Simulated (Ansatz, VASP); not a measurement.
# One calculation of LiH, two programs

File POSCAR:

```
LiH
1.0
    0.0000000000      2.0367500000      2.0367500000
    2.0367500000      0.0000000000      2.0367500000
    2.0367500000      2.0367500000      0.0000000000
Li H
1 1
Direct
    0.0000000000      0.0000000000      0.0000000000
    0.5000000000      0.5000000000      0.5000000000
```

Contents of INCAR.step1:

```
PREC = Accurate
ENCUT = 520
ISMEAR = -1
SIGMA = 0.05
LREAL = F
LASPH = T
NELM = 60
NBANDS = 9
GGA = PE
ALGO = Normal
EDIFF = 1E-4
LWAVE = T
LCHARG = F
```

INCAR.step2

```
PREC = Accurate
ENCUT = 520
EDIFF = 1E-7
ISMEAR = -1
SIGMA = 0.05
LREAL = F
LASPH = T
NELM = 60
ALGO = Normal
ISIF = 2
LWAVE = F
LCHARG = F
METAGGA = R2SCAN
LMIXTAU = T
NBANDS = 9
ISTART = 1
```

KPOINTS

```
regular mesh
0
Gamma
  11 11 11
```

input.yaml

```yaml
crystal:
  lattice:
    - [0.0, 2.03675, 2.03675]
    - [2.03675, 0.0, 2.03675]
    - [2.03675, 2.03675, 0.0]
  atoms:
    - { symbol: Li, position: [0.0, 0.0, 0.0] }
    - { symbol: H, position: [0.5, 0.5, 0.5] }
hamiltonian:
  xc: r2scan
  pseudopotentials: { kind: paw }
kpoints:
  mp_grid: { grid: [11, 11, 11] }
  band_path:
    path:
      - [[0.0, 0.0, 0.0], [0.5, 0.0, 0.5], [0.5, 0.25, 0.75], [0.375, 0.375, 0.75], [0.0, 0.0, 0.0], [0.5, 0.5, 0.5], [0.625, 0.25, 0.625], [0.5, 0.25, 0.75], [0.5, 0.5, 0.5], [0.375, 0.375, 0.75]]
      - [[0.625, 0.25, 0.625], [0.5, 0.0, 0.5]]
    npoints: 14
scf:
  occupations: { method: fermi_dirac, width: 0.05 }
  n_extra_bands: 6
output:
  forces: true
  stress: true
  eigenvalues: true
  fatbands: false
  write_density: true
  write_potential: true
  elf: true
  volumetric_format: npy
```

Alike in both runs: functional r2SCAN; k mesh 11 × 11 × 11; occupations fermi-dirac, width 0.05 eV; no spin polarisation.

|  | VASP | Ansatz |
| --- | --- | --- |
| version | VASP 6.6.1 | Ansatz 0.2.0 |
| potentials or method | VASP PAW PBE potentials, release 64 (Li_sv, H) | Ansatz PAW |
| plane-wave cutoff (eV) | 520 | 500 |
| valence electrons in the cell | 4 | 4 |
| task | single point | band structure |

VASP gave:

- gap on the k mesh at the Fermi level (eV): 3.80
- least direct gap on the mesh (eV): 3.80

Question: What did Ansatz give for the same quantities?

Answer: gap on the k mesh at the Fermi level (eV): 3.85; least direct gap on the mesh (eV): 3.85.

VASP's potentials were made for PBE, not for r2SCAN. The functional is the same, so the differences come from potentials, cutoffs and numerics.

Noted on VASP's run: the cutoff is short for stress, so the pressure is rough. Noted on Ansatz's run: the k mesh misses the band edges, so the gap on the mesh is wider than the one along the path.
